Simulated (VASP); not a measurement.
**HfO2 (pbe): single point with PBE**

HfO2 (pbe):

```
Hf O
1.0
     5.29454    0.00000    0.00000
     0.00000    5.06976    0.00000
     0.00000    0.00000    5.10187
Hf O
4 8
Cartesian
  0.0431 1.2881 1.0880
  2.6041 1.2881 3.6389
  2.6904 3.7817 1.0880
  5.2514 3.7817 3.6389
  1.6786 0.2972 2.0109
  0.9687 0.2972 4.5619
  4.1455 2.2762 2.5795
  3.7963 2.2762 5.1304
  1.1490 2.7935 5.1304
  1.4983 2.7935 2.5795
  4.3258 4.7726 2.0109
  3.6160 4.7726 4.5619
```

- Program: VASP 6.6.1
- Task: single point
- Functional: PBE
- Potentials or basis: VASP PAW PBE potentials, release 64 (Hf_pv, O)
- Cutoff: 520 eV
- k mesh: 4 × 6 × 6
- Occupations: gaussian, width 0.01 eV
- Spin: no spin polarisation
- Dipole correction: no
- Further INCAR settings: ALGO = Normal; EDIFF = 1e-06; NBANDS = 56

| Property | Result |
| --- | --- |
| Pressure | -0.2 GPa |
| Largest force | 0.688 eV/Å |
| Band gap on the k mesh | 3.95 eV, indirect (least direct gap 4.18 eV) |

Forces in eV/Å, atoms in the order of the input:
```
Hf   0.363  0.449  0.373
Hf  -0.363  0.449  0.373
Hf   0.363 -0.449  0.373
Hf  -0.363 -0.449  0.373
O    0.453 -0.081 -0.154
O   -0.453 -0.081 -0.154
O   -0.226  0.095 -0.219
O    0.226  0.095 -0.219
O    0.226 -0.095 -0.219
O   -0.226 -0.095 -0.219
O    0.453  0.081 -0.154
O   -0.453  0.081 -0.154
```

Stress tensor (GPa, compression positive):
```
-7.80  0.00  0.00
 0.00  4.04  0.00
 0.00  0.00  3.10
```

Levels at points of the mesh, in eV from the valence-band top:
| k point | band 41 | band 42 | band 43 | band 44 | band 45 | band 46 | band 47 | band 48 |
| --- | --- | --- | --- | --- | --- | --- | --- | --- |
| (0.00, 0.00, 0.00) | -0.28 | -0.27 | -0.18 | 0.00 | 4.18 | 4.37 | 4.63 | 4.63 |
| (0.50, 0.00, 0.00) | -0.45 | -0.45 | -0.27 | -0.27 | 4.87 | 4.87 | 5.04 | 5.04 |
| (0.00, 0.50, 0.00) | -0.60 | -0.45 | -0.39 | -0.37 | 4.57 | 4.80 | 4.85 | 4.89 |
| (0.50, 0.50, 0.00) | -0.85 | -0.85 | -0.54 | -0.54 | 4.20 | 4.20 | 4.57 | 4.57 |
| (0.00, 0.00, 0.50) | -0.48 | -0.48 | -0.42 | -0.42 | 4.79 | 4.79 | 4.80 | 4.80 |
| (0.50, 0.00, 0.50) | -0.74 | -0.74 | -0.74 | -0.74 | 4.46 | 4.46 | 4.46 | 4.46 |
| (0.00, 0.50, 0.50) | -1.06 | -1.06 | -0.92 | -0.92 | 4.32 | 4.32 | 4.82 | 4.82 |
| (0.50, 0.50, 0.50) | -1.20 | -1.20 | -1.20 | -1.20 | 3.95 | 3.95 | 3.95 | 3.95 |

Wall time 8.7 min on 1 thread of Oxide Virtual Turin-like Processor, on a shared host, peak memory 0.37 GiB.

Caveat: spin-orbit coupling is left out, which moves the levels of the heavy elements. A hybrid or GW would open this gap; PBE tends to underestimate it.
